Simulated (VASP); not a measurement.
Write the native input for VASP 6.6.1 that does the following.

```
Task                   : electric field gradients
Functional             : LDA
Potentials or basis    : VASP PAW LDA potentials, release 64 (Ti_sv)
Cutoff                 : 520 eV
k mesh                 : 14 × 14 × 14
Occupations            : fermi-dirac, width 0.05 eV
Spin                   : no spin polarisation
Dipole correction      : no
Further INCAR settings : ALGO = Normal; EDIFF = 1e-08; NBANDS = 12
```

The structure of Ti lies in POSCAR:

```
Ti
1.0
    0.0000000000      2.0300000000      2.0300000000
    2.0300000000      0.0000000000      2.0300000000
    2.0300000000      2.0300000000      0.0000000000
Ti
1
Direct
    0.0000000000      0.0000000000      0.0000000000
```

One way to write it, as run:

INCAR

```
SYSTEM = Ti
PREC     = Accurate       ! precision mode
ENCUT    = 520            ! plane-wave cutoff, eV
EDIFF    = 1E-8           ! SCF threshold, eV
ISMEAR   = -1             ! smearing method
SIGMA    = 0.05           ! smearing width, eV
LREAL    = .FALSE.        ! projectors in reciprocal space
LASPH    = .TRUE.         ! aspherical terms in the spheres
NELM     = 80             ! most SCF steps
ALGO     = Normal         ! electronic algorithm
ISIF     = 2              ! what is computed and relaxed
LWAVE    = .FALSE.        ! write WAVECAR
LCHARG   = .FALSE.        ! write CHGCAR
GGA      = CA             ! functional
LEFG     = .TRUE.       
NBANDS   = 12             ! bands
```

KPOINTS

```
Automatic mesh
0
G
  14 14 14
  0 0 0
```

Potentials or basis: VASP PAW LDA potentials, release 64 (Ti_sv).

The run is started by

```bash
$ cat potpaw_LDA.64/Ti_sv/POTCAR > POTCAR
$ mpirun -np 1 vasp_std > vasp.out
```

It gave:

```
Pressure               : -5.0 GPa
Band gap on the k mesh : zero (band 6 reaches 9.25 eV, above the bottom of band 7 at 7.95 eV)
```

Caveat: without QUAD_EFG the Cq values of the log hold for a quadrupole moment of 1 mb, not for the nuclei.

Wall time 11 s on 1 thread of Intel(R) Xeon(R) Platinum 8488C (Sapphire Rapids), on a shared host, peak memory 0.14 GiB.
